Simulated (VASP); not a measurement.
The system is V.

```
CELL_PARAMETERS angstrom
0.00000 3.18836 3.18836
3.18836 0.00000 3.18836
3.18836 3.18836 0.00000
ATOMIC_POSITIONS crystal
V 0.39074 0.39074 0.39074
V 0.39074 0.39074 0.82777
V 0.39074 0.82777 0.39074
V 0.82777 0.39074 0.39074
V 0.85926 0.85926 0.42223
V 0.85926 0.85926 0.85926
V 0.85926 0.42223 0.85926
V 0.42223 0.85926 0.85926
```

The cell was generated, and may not be a known phase.

```yaml
Program: VASP 6.6.1
Task: relaxation of cell and atoms
Functional: PBE
Potentials_or_basis: VASP PAW PBE potentials, release 64 (V_sv)
Cutoff: 600 eV
k_mesh: 6 × 6 × 6
Occupations: gaussian, width 0.1 eV
Spin: collinear spin, ferromagnetic start
Starting_moments: "[2.0, 2.0, 2.0, 2.0, 2.0, 2.0, 2.0, 2.0] μB"
```

At the start: pressure 284.9 GPa; volume 8.10 Å³/atom.

**Question.** Where does the relaxation end?

**Answer.** Over 14 steps the energy falls by 4264.7 meV/atom and the volume is 13.81 Å³/atom (+70.4 %); space group Fd-3m (No. 227, to 0.1 Å) before, Fm-3m (No. 225, to 0.1 Å); moment 0.00 μB per cell.

The path:
```
step  energy change (eV)  largest force (eV/Å)  pressure (GPa)  volume (Å³)
   1              0.0000               13.8117          284.88        64.82
   2             -2.5777                2.7115          -57.48       315.71
   3            -28.1341                0.8762          -10.56       150.13
   4            -28.7995                1.2104           -8.19       142.07
   5            -30.0079                4.6563           31.10       103.05
   6            -30.0476                2.9662            7.35       119.15
   7            -30.1368                3.3426           11.18       115.69
   8            -31.3380                0.9140          -21.25       135.57
   9            -31.6822                1.6094          -14.08       128.81
  10            -33.7343                0.6304          -10.34       118.21
  11            -34.0467                0.4273           -3.76       112.98
  12            -34.0516                0.2566           -4.89       113.69
  13            -34.0889                0.2023            3.53       108.49
  14            -34.1175                0.0028           -0.03       110.49
```

Final structure:
```cif
data_structure
_symmetry_space_group_name_H-M 'P 1'
_symmetry_Int_Tables_number 1
_cell_length_a 5.3861
_cell_length_b 5.3861
_cell_length_c 5.3861
_cell_angle_alpha 60.000
_cell_angle_beta 60.000
_cell_angle_gamma 60.000
_cell_volume 110.49
loop_
_atom_site_label
_atom_site_type_symbol
_atom_site_fract_x
_atom_site_fract_y
_atom_site_fract_z
_atom_site_occupancy
V1 V 0.37499 0.37499 0.37499 1
V2 V 0.37499 0.37499 0.87503 1
V3 V 0.37499 0.87503 0.37499 1
V4 V 0.87503 0.37499 0.37499 1
V5 V 0.87501 0.87501 0.37497 1
V6 V 0.87501 0.87501 0.87501 1
V7 V 0.87501 0.37497 0.87501 1
V8 V 0.37497 0.87501 0.87501 1
```

Caveat: the volume moved by over 15 % at a fixed basis, so the end points are rough; the moments typed at the start vanished in this run.
